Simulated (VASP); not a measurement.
Set up this calculation in VASP 6.6.1, as the native input.

* Task: single point
* Functional: PBE
* Potentials or basis: VASP PAW PBE potentials, release 64 (Ti_sv, H)
* Cutoff: 520 eV
* k mesh: 7 × 6 × 1
* Occupations: gaussian, width 0.1 eV
* Spin: no spin polarisation
* Dipole correction: yes
* Further INCAR settings: ALGO = Normal; EDIFF = 1e-07; NBANDS = 66

The structure of Ti9H lies in POSCAR:

```
Ti9H
1.0
    4.5793473381      0.0000000000      0.0000000000
   -2.2896736690      4.8731803173      0.0000000000
    0.0000000000      0.0000000000     20.8008028311
Ti H
9 1
Direct
    0.5259511637      0.0519023274      0.1923002700
    0.8311413964      0.6622827928      0.2107665519
    0.1363316291      0.2726632583      0.2292328340
    0.3570925601      0.7141851202      0.3030979621
    0.6640847992      0.3281368264      0.3193552711
    0.9697449144      0.9393324533      0.3378269322
    0.1905287611      0.3816414126      0.4115069858
    0.5011079414      0.0025593214      0.4254608482
    0.8026484359      0.6055378280      0.4471367238
    0.8026484359      0.6055378280      0.5318159384
```

One way to write it, as run:

INCAR

```
SYSTEM = Ti9H
PREC = Accurate
ENCUT = 520
EDIFF = 1E-7
ISMEAR = 0
SIGMA = 0.1
LREAL = .False.
LASPH = .True.
NELM = 60
ALGO = Normal
ISIF = 2
LWAVE = .False.
LCHARG = .False.
LDIPOL = .True.
IDIPOL = 3
DIPOL = 0.5 0.5 0.341
GGA = PE
NBANDS = 66
```

KPOINTS

```
regular mesh
0
Gamma
  7 6 1
  0 0 0
```

Potentials or basis: VASP PAW PBE potentials, release 64 (Ti_sv, H).

Launch:

```console
$ cat potpaw_PBE.64/Ti_sv/POTCAR potpaw_PBE.64/H/POTCAR > POTCAR
$ mpirun -np 1 vasp_std > vasp.out
```

Results of the run:

```json
{
  "Largest force": "0.543 eV/Å",
  "Band gap on the k mesh": "zero (an odd number of electrons rules out a gap without spin polarisation)"
}
```

Wall time 34 min on 1 thread of Intel(R) Xeon(R) Platinum 8488C (Sapphire Rapids) (shared host), peak memory 0.77 GiB.
